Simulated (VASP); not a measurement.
Wanted: the native input for a VASP 6.6.1 run.

```yaml
Task: single point
Functional: PBE
Dispersion: D3(BJ)
Potentials_or_basis: VASP PAW PBE potentials, release 64 (Sn_d, O)
Cutoff: 520 eV
k_mesh: 7 × 7 × 1
Occupations: gaussian, width 0.05 eV
Spin: no spin polarisation
Dipole_correction: yes
Further_INCAR_settings: ALGO = Normal; EDIFF = 1e-06; NBANDS = 50
```

The structure of SnO lies in POSCAR:

```
SnO
1.0
    3.8201636883      0.0000000000      0.0000000000
    0.0000000000      3.8201636883      0.0000000000
    0.0000000000      0.0000000000     22.2260802162
Sn O
4 4
Direct
    0.7500000000      0.2500000000      0.2024648501
    0.2500000000      0.7500000000      0.3087831971
    0.3750000000      1.1250000000      0.4797535150
    0.8750000000      0.6250000000      0.5860718620
    0.2500000000      0.2500000000      0.2556240236
    0.7500000000      0.7500000000      0.2556240236
    0.8750000000      1.1250000000      0.5329126885
    0.3750000000      0.6250000000      0.5329126885
```

This cell differs from its parent crystal: layers slid over each other.

The input as run:

INCAR

```
SYSTEM = SnO
ALGO = Normal
DIPOL = 0.5 0.5 0.394
EDIFF = 1E-6
ENCUT = 520
GGA = PE
IDIPOL = 3
ISIF = 2
ISMEAR = 0
IVDW = 12
LASPH = .TRUE.
LCHARG = .TRUE.
LDIPOL = .TRUE.
LELF = .TRUE.
LREAL = .FALSE.
LVACPOTAV = .TRUE.
LVHAR = .TRUE.
LWAVE = .FALSE.
NBANDS = 50
NELM = 80
PREC = Accurate
SIGMA = 0.05
```

KPOINTS

```
k-points
0
G
  7 7 1
  0 0 0
```

Potentials or basis: VASP PAW PBE potentials, release 64 (Sn_d, O).

Launch:

```bash
$ cat potpaw_PBE.64/Sn_d/POTCAR potpaw_PBE.64/O/POTCAR > POTCAR
$ mpirun -np 1 vasp_std > vasp.out
```

Results of the run:

| Quantity | Value |
| --- | --- |
| Largest force | 0.092 eV/Å |
| Band gap on the k mesh | 2.20 eV (least direct gap 2.45 eV) |
| Dispersion energy per atom | -0.159 eV |

Caveat: the cell differs from its parent crystal (layers slid over each other); spin-orbit coupling is left out, which moves the levels of the heavy elements.

Run time: 8.4 min on 1 thread of AMD EPYC 7R43 64-Core Processor (Zen 3) (shared host), peak memory 0.48 GiB.
